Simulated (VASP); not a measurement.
Bi: single point with PBEsol

Crystal: Bi.

```xyz
4
Lattice="3.4224 0.0000 0.0000 -1.7112 2.9639 0.0000 0.0000 0.0000 11.4120" Properties=species:S:1:pos:R:3 pbc="T T T"
Bi   -1.7112    2.9639    0.0000
Bi   -1.7112    2.9639    5.7060
Bi    0.0000    1.9759    2.8530
Bi    1.7112    0.9880    8.5590
```

This cell differs from its parent crystal: volume scaled by 0.96.

```json
{
  "Program": "VASP 6.6.1",
  "Task": "single point",
  "Functional": "PBEsol",
  "Potentials or basis": "VASP PAW PBE potentials, release 64 (Bi_d)",
  "Cutoff": "520 eV",
  "k mesh": "12 × 12 × 3",
  "Occupations": "fermi-dirac, width 0.1 eV",
  "Spin": "no spin polarisation",
  "Dipole correction": "no",
  "Further INCAR settings": "ALGO = Normal; EDIFF = 1e-06; NBANDS = 38"
}
```

- Pressure: 2.4 GPa
- Band gap on the k mesh: zero (band 30 reaches 13.41 eV, above the bottom of band 31 at 6.63 eV)

Stress tensor (GPa, compression positive):
```
2.38 0.00 0.00
0.00 2.38 0.00
0.00 0.00 2.56
```

Levels at points of the mesh, in eV from the Fermi level:
```tsv
k point	band 26	band 27	band 28	band 29	band 30	band 31	band 32	band 33	band 34	band 35
(0.00, 0.00, 0.00)	-1.30	-1.29	3.92	3.92	4.66	4.66	4.68	4.68	5.18	5.58
(0.50, 0.00, 0.00)	-5.30	-4.16	-3.70	-1.64	-0.85	0.52	1.61	1.76	1.78	2.62
```

It took 4 min on 1 thread of Intel Xeon 6975P-C (shared host), peak memory 0.31 GiB.

Caveat: the PAW data sets were made with another functional, which shifts forces and pressure a little; spin-orbit coupling is left out, which moves the levels of the heavy elements.
